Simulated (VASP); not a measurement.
Set up this calculation in VASP 6.6.1, as the native input.

```
Task                   : single point
Functional             : PBE
Potentials or basis    : VASP PAW PBE potentials, release 64 (Co, Sn_d)
Cutoff                 : 520 eV
k mesh                 : 12 × 12 × 12
Occupations            : gaussian, width 0.15 eV
Spin                   : no spin polarisation
Dipole correction      : no
Further INCAR settings : ALGO = Fast; EDIFF = 1e-06; NBANDS = 44
```

The structure of CoSn lies in POSCAR:

```
CoSn
1.0
    5.7203118071      0.0000000000      0.0000000000
   -2.8601559036      4.9539353425      0.0000000000
    0.0000000000      0.0000000000      3.8918646638
Co Sn
3 3
Direct
    0.0000000000      0.5000000000      0.0000000000
    0.5000000000      0.5000000000      0.0000000000
    0.5000000000      0.0000000000      0.0000000000
    0.6666666667      0.3333333333      0.5000000000
    0.3333333333      0.6666666667      0.5000000000
    0.0000000000      0.0000000000      0.0000000000
```

This cell differs from its parent crystal: strain +0.080 along x and y, -0.080 along z.

One way to write it, as run:

INCAR

```
PREC = Accurate
ENCUT = 520
EDIFF = 1E-6
ISMEAR = 0
SIGMA = 0.15
LREAL = False
LASPH = True
NELM = 80
ALGO = Fast
ISIF = 2
LWAVE = False
LCHARG = False
GGA = PE
NBANDS = 44
```

KPOINTS

```
Automatic mesh
0
Gamma
  12 12 12
```

Potentials or basis: VASP PAW PBE potentials, release 64 (Co, Sn_d).

Command:

```console
$ cat potpaw_PBE.64/Co/POTCAR potpaw_PBE.64/Sn_d/POTCAR > POTCAR
$ mpirun -np 1 vasp_std > vasp.out
```

Results of the run:

- Pressure: -4.7 GPa
- Band gap on the k mesh: zero (an odd number of electrons rules out a gap without spin polarisation)

Caveat: the cell differs from its parent crystal (strain +0.080 along x and y, -0.080 along z); the cell stands under tension; spin-orbit coupling is left out, which moves the levels of the heavy elements; the run has no spin polarisation, though such a crystal can be magnetic.

It took 8.5 min on 1 thread of AMD EPYC 9R45 (Zen 5) (shared host), peak memory 0.58 GiB.
